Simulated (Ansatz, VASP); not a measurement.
Au: VASP beside Ansatz

```
Au
1.0
     2.74841    0.00000    0.00000
     0.00000    2.74841    0.00000
     0.00000    0.00000    2.74841
Au
1
Direct
  0.50000 0.50000 0.50000
```

Alike in both runs: task relaxation of cell and atoms; functional RPBE; dispersion D3(BJ); k mesh 10 × 10 × 10; occupations fermi-dirac, width 0.05 eV; no spin polarisation.

|  | VASP | Ansatz |
| --- | --- | --- |
| version | VASP 6.6.1 | Ansatz 0.2.0 |
| potentials or method | VASP PAW PBE potentials, release 64 (Au) | Ansatz PAW |
| plane-wave cutoff (eV) | 600 | 420 |
| valence electrons in the cell | 11 | 19 |

VASP gave:

| Quantity | Value |
| --- | --- |
| gap on the k mesh at the Fermi level, each at its own relaxed structure (eV) | none |
| relaxed volume (Å³/atom) | 17.23 |
| relaxed cell length with the largest relative difference (Å) | 2.583 |

Question: Which values does Ansatz return?

Answer: gap on the k mesh at the Fermi level, each at its own relaxed structure (eV): none; relaxed volume (Å³/atom): 17.26; relaxed cell length with the largest relative difference (Å): 2.584.

VASP's potentials were made for PBE, not for RPBE. A gap of «none» marks a metal or a gap that the smearing closes. VASP's potentials hold 11 valence electrons a cell and Ansatz's 19, so a difference there can come from the potentials and not from the codes.

Spin-orbit coupling is off throughout. Noted on VASP's run: the volume moved by over 15 % at a fixed basis, so the end points are rough. Noted on Ansatz's run: the volume moved by over 15 % at a fixed basis, so the end points are rough; the plane-wave basis is chosen anew once the cell has moved, so the energies of steps on either side of that aren't comparable.
